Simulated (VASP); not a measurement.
A run of VASP 6.6.1:

INCAR

```
SYSTEM = KAg
  ALGO = Normal
  EDIFF = 1E-7
  EDIFFG = -0.04
  ENCUT = 630
  GGA = PE
  GGA_COMPAT = .FALSE.
  IBRION = 2
  ISIF = 3
  ISMEAR = 0
  LASPH = .TRUE.
  LCHARG = .FALSE.
  LREAL = .FALSE.
  LWAVE = .FALSE.
  NELM = 120
  NELMIN = 4
  NSW = 90
  PREC = Accurate
  SIGMA = 0.1
```

File KPOINTS:

```
k-points
0
G
  4 4 4
  0 0 0
```

Contents of POSCAR:

```
KAg
1.0
   -2.3667267358      3.3787912375      3.6004094061
    2.3667267358     -3.3787912375      3.6004094061
    2.3667267358      3.3787912375     -3.6004094061
K Ag
2 2
Direct
    0.3108035744      0.5608035744      0.7500000000
    0.6891964256      0.4391964256      0.2500000000
    0.2500000000      0.0000000000      0.2500000000
    0.7500000000      0.0000000000      0.7500000000
```

Potentials or basis: VASP PAW PBE potentials, release 64 (K_sv, Ag_sv_GW).

The run is started by

```sh
$ cat potpaw_PBE.64/K_sv/POTCAR potpaw_PBE.64/Ag_sv_GW/POTCAR > POTCAR
$ mpirun -np 1 vasp_std > vasp.out
```

Hardware: 1 thread of Intel(R) Xeon(R) 6975P-C (Granite Rapids), with other jobs on the host.

Q: Estimate the wall time of this run.

A: It took 30 min on 1 thread of Intel(R) Xeon(R) 6975P-C (Granite Rapids), with other jobs on the host, peak memory 0.42 GiB. Counts: scf iterations 315, k points 18, ion steps 27.
